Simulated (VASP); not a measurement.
# As (Cmmm) in VASP: notebook, part 2 of 2

VASP 6.6.1. The steps go on from the part before.

## (3) Relaxation of cell and atoms, PBE

Contents of INCAR:

```
SYSTEM = As
ALGO     = Normal         ! electronic algorithm
EDIFF    = 1E-6           ! SCF threshold, eV
EDIFFG   = -0.04          ! ionic threshold
ENCUT    = 600            ! plane-wave cutoff, eV
GGA      = PE             ! functional
IBRION   = 2              ! ionic algorithm
ISIF     = 3              ! what is computed and relaxed
ISMEAR   = 0              ! smearing method
LASPH    = .TRUE.         ! aspherical terms in the spheres
LCHARG   = .FALSE.        ! write CHGCAR
LREAL    = .FALSE.        ! projectors in reciprocal space
LWAVE    = .FALSE.        ! write WAVECAR
NELM     = 100            ! most SCF steps
NSW      = 90             ! ionic steps
PREC     = Accurate       ! precision mode
SIGMA    = 0.1            ! smearing width, eV
```

Contents of KPOINTS:

```
k-points
0
G
  6 6 4
  0 0 0
```

Contents of POSCAR:

```
As
1.0
    2.3951626600     -2.5919915900      0.0000000000
    2.3951626600      2.5919915900      0.0000000000
    0.0000000000      0.0000000000      3.7915983600
As
2
Direct
    0.2580798300      0.7419201700      0.5000000000
    0.7419201700      0.2580798300      0.5000000000
```

Potentials or basis: VASP PAW PBE potentials, release 64 (As).

Command:

```
$ cat potpaw_PBE.64/As/POTCAR > POTCAR
$ mpirun -np 1 vasp_std > vasp.out
```

OUTCAR:

```text
SYSTEM = As
   EDIFF = 1E-6
   EDIFFG = -0.04
   ENCUT = 600
   GGA = PE
   IBRION = 2
   ISIF = 3
   ISMEAR = 0
   LASPH = .TRUE.
   LREAL = .FALSE.
   NELM = 100
   NSW = 90
   PREC = Accurate

 ion  position               nearest neighbor table
   1  0.258  0.742  0.500-   2 2.40   2 2.40   2 2.51   2 2.68
   2  0.742  0.258  0.500-   1 2.40   1 2.40   1 2.51   1 2.68

  LATTYP: Found a base centered orthorhombic cell.
 ALAT       =     4.7903253200
 B/A-ratio  =     1.0821776881
 C/A-ratio  =     0.7915116629

  Lattice vectors:

 A1 = (   2.3951626600,  -2.5919915900,   0.0000000000)
 A2 = (   2.3951626600,   2.5919915900,   0.0000000000)
 A3 = (   0.0000000000,   0.0000000000,   3.7915983600)

Analysis of symmetry for initial positions (statically):
=====================================================================
 Subroutine PRICEL returns:
 Original cell was already a primitive cell.

 Routine SETGRP: Setting up the symmetry group for a
 base centered orthorhombic supercell.

 Subroutine GETGRP returns: Found  8 space group operations
 (whereof  8 operations were pure point group operations)
 out of a pool of  8 trial point group operations.

The static configuration has the point symmetry D_2h.

Analysis of symmetry for dynamics (positions and initial velocities):
=====================================================================
 Subroutine PRICEL returns:
 Original cell was already a primitive cell.

 Routine SETGRP: Setting up the symmetry group for a
 base centered orthorhombic supercell.

 Subroutine GETGRP returns: Found  8 space group operations
 (whereof  8 operations were pure point group operations)
 out of a pool of  8 trial point group operations.

The dynamic configuration has the point symmetry D_2h.

 Subroutine INISYM returns: Found  8 space group operations
 (whereof  8 operations are pure point group operations),
 and found     1 'primitive' translations

----------------------------------------------------------------------------------------
[... 114 lines left out ...]
  volume/ion in A,a.u.               =      23.54       158.85
  Fermi-wavevector in a.u.,A,eV,Ry     =   0.976790  1.845865 12.981572  0.954119
  Thomas-Fermi vector in A             =   2.107436
   LORBIT       =      0    0 simple, 1 ext, 2 COOP (PROOUT), +10 PAW based schemes
   GGA     = PE    functional components
   LHFCALC =     F    Hartree Fock is set to
   AEXX    =    0.0000 exact exchange contribution
   IVDW    =     0    specifies the selected vdW correction
   LEPSILON=     F    determine dielectric tensor
   LRPA    =     F    only Hartree local field effects (RPA)
 conjugate gradient relaxation of ions
 non-spin polarized calculation
 Gauss-broadening in eV      SIGMA  =   0.10
  energy-cutoff  :      600.00
  volume of cell :       47.08
 maximum number of plane-waves:      1596
   NGX = 15   NGY = 15   NGZ = 15

--------------------------------------- Ionic step        1  -------------------------------------------

 number of electron      10.0000000 magnetization

 Free energy of the ion-electron system (eV)
  ---------------------------------------------------
  ext. energy  EPLUGINS =         0.00000000
  ---------------------------------------------------
  free energy    TOTEN  =        -8.14788920 eV

  energy without entropy =       -8.14194906  energy(sigma->0) =       -8.14491913

------------------------ aborting loop because EDIFF is reached ----------------------------------------

  FORCE on cell =-STRESS in cart. coord.  units (eV):
  Direction    XX          YY          ZZ          XY          YZ          ZX
  --------------------------------------------------------------------------------------
  -------------------------------------------------------------------------------------
  Total        5.5240723      2.2002298     -1.1382408      0.0000000      0.0000000      0.0000000
  in kB      187.9961755     74.8785979    -38.7368076      0.0000000      0.0000000      0.0000000
  external PRESSURE =      74.7126553 kB  Pullay stress =       0.0000000 kB
[... 675 lines left out ...]
 k-point    24 :       0.5000    0.3333    0.2500
  band No.  band energies     occupation
      1      -6.4826      2.00000
      2      -5.3525      2.00000
      3      -0.3740      2.00000
      4       0.8944      2.00000
      5       4.0784      2.00000
      6       4.8957      0.44185
      7      10.4466      0.00000
      8      11.2707      0.00000
      9      11.4145      0.00000

 [... further k-points ...]

[... ionic steps 4 to 29 ...]

--------------------------------------- Ionic step       30  -------------------------------------------

 number of electron      10.0000001 magnetization

------------------------ aborting loop because EDIFF is reached ----------------------------------------
[... 67 lines left out ...]
--------------------------------------- Ionic step       32  -------------------------------------------

 number of electron      10.0000000 magnetization

 Free energy of the ion-electron system (eV)
  ---------------------------------------------------
  ext. energy  EPLUGINS =         0.00000000
  ---------------------------------------------------
  free energy    TOTEN  =        -9.05320990 eV

  energy without entropy =       -9.04690039  energy(sigma->0) =       -9.05005514

 E-fermi :   4.6976     XC(G=0):  -9.7646

 val. band max:        4.4056112924   @ k =   0.5000   0.5000   0.2500
 cond. band min:       4.7086231602   @ k =   0.5000   0.3333   0.2500
 fundamental gap:      0.3030118678
 Fermi energy:         4.6975636062
[... 317 lines left out ...]
  FREE ENERGIE OF THE ION-ELECTRON SYSTEM (eV)
  ---------------------------------------------------
  free  energy   TOTEN  =        -9.0532098952 eV

  energy  without entropy=       -9.0469003865  energy(sigma->0) =       -9.05005514

 reached required accuracy - stopping structural energy minimisation
```

OSZICAR:

```text
N       E                     dE             d eps       ncg     rms          rms(c)
DAV:   1     0.355713653867E+02    0.35571E+02   -0.46339E+03   702   0.103E+03
DAV:   2    -0.674810793922E+01   -0.42319E+02   -0.40853E+02   991   0.127E+02
DAV:   3    -0.814772934040E+01   -0.13996E+01   -0.13935E+01   880   0.288E+01
DAV:   4    -0.815558942006E+01   -0.78601E-02   -0.78483E-02  1015   0.228E+00
[... 249 lines left out ...]
       N       E                     dE             d eps       ncg     rms          rms(c)
DAV:   1    -0.905343550505E+01   -0.50425E-03   -0.20466E-02   716   0.869E-01    0.651E-02
DAV:   2    -0.905330737357E+01    0.12813E-03   -0.71801E-04   770   0.186E-01    0.461E-02
DAV:   3    -0.905321006409E+01    0.97309E-04   -0.19561E-04   748   0.866E-02    0.529E-03
DAV:   4    -0.905320989520E+01    0.16888E-06   -0.65077E-06   753   0.178E-02
  32 F= -.90532099E+01 E0= -.90500551E+01  d E =-.705434E-03
```

Run time: 2.5 min. Hardware: 1 thread of AMD EPYC 9R45 (Zen 5), shared host; peak memory 0.15 GiB.

What came out:

```yaml
Free_energy: -9.0532 eV
Relaxed_volume: 22.56 Å³/atom
Relaxed_cell: a = 3.926 Å, b = 3.926 Å, c = 2.934 Å, α = 90.00°, β = 90.00°, γ = 94.01°
Space_group_after_relaxing_to_0.05_Å: Cmmm (No. 65)
Energy_gained_by_relaxing: 452.7 meV/atom
Ionic_steps: 32
Pressure_after_relaxing: -0.1 GPa
Band_gap_on_the_k_mesh: zero (band 5 reaches 8.93 eV, above the bottom of band 6 at 1.22 eV)
```

Forces in eV/Å, atoms in the order of the input:
```
As   0.000  0.003  0.000
As   0.000 -0.003  0.000
```

The path:
| step | energy change (eV) | largest force (eV/Å) | pressure (GPa) | volume (Å³) |
| --- | --- | --- | --- | --- |
| 1 | 0.0000 | 0.3247 | 7.47 | 47.08 |
| 2 | -0.2028 | 0.5830 | -6.06 | 54.64 |
| 3 | -0.2485 | 0.4627 | -2.89 | 51.89 |
| 4 | -0.2490 | 0.4598 | -2.64 | 51.71 |
| 5 | -0.2492 | 0.4565 | -2.32 | 51.48 |
| 6 | -0.3291 | 0.2627 | -1.38 | 49.60 |
| 7 | -0.4523 | 0.4609 | 1.99 | 45.86 |
| 8 | -0.1126 | 4.3858 | 21.10 | 38.42 |
| 9 | -0.4724 | 0.6556 | 2.67 | 45.17 |
| 10 | -0.4860 | 2.0951 | 8.66 | 41.79 |
| 11 | -0.4962 | 0.9812 | 4.09 | 44.17 |
| 12 | -0.5100 | 1.4149 | 5.65 | 43.14 |
| 13 | -0.5156 | 1.4592 | 5.83 | 43.02 |
| 14 | -0.5289 | 1.5967 | 6.41 | 42.65 |
| 15 | -0.5399 | 1.9102 | 7.75 | 41.92 |
| 16 | -0.5617 | 1.8185 | 7.40 | 41.96 |
| 17 | -0.6214 | 1.5512 | 6.35 | 42.05 |
| 18 | -0.7198 | 1.0124 | 4.66 | 42.23 |
| 19 | -0.8305 | 0.1169 | 2.11 | 42.54 |
| 20 | -0.8439 | 0.2155 | 1.18 | 42.68 |
| 21 | -0.8493 | 0.2284 | 1.06 | 42.76 |
| 22 | -0.8624 | 0.2671 | 0.73 | 42.98 |
| 23 | -0.8794 | 0.3319 | 0.17 | 43.42 |
| 24 | -0.8639 | 0.3119 | -0.35 | 44.27 |
| 25 | -0.8822 | 0.3370 | -0.07 | 43.69 |
| 26 | -0.8861 | 0.3043 | 0.07 | 43.74 |
| 27 | -0.8952 | 0.1750 | 0.48 | 43.88 |
| 28 | -0.9005 | 0.1584 | 1.39 | 44.16 |
| 29 | -0.9038 | 0.1090 | 0.84 | 44.57 |
| 30 | -0.9046 | 0.0703 | 0.42 | 44.91 |
| 31 | -0.9050 | 0.0452 | 0.24 | 44.98 |
| 32 | -0.9053 | 0.0028 | -0.06 | 45.11 |

Final structure:
```yaml
crystal:
  lattice:
    - [2.67717, -2.87120, 0.00000]
    - [2.67717, 2.87120, 0.00000]
    - [0.00000, 0.00000, 2.93440]
  atoms:
    - { symbol: As, position: [0.29067, 0.70933, 0.50000] }
    - { symbol: As, position: [0.70933, 0.29067, 0.50000] }
```

Caveat: the k points lie up to 0.54 Å⁻¹ apart in the final cell; this functional lacks dispersion, which binds the layers, so the pressure and a relaxed spacing across them are unreliable.
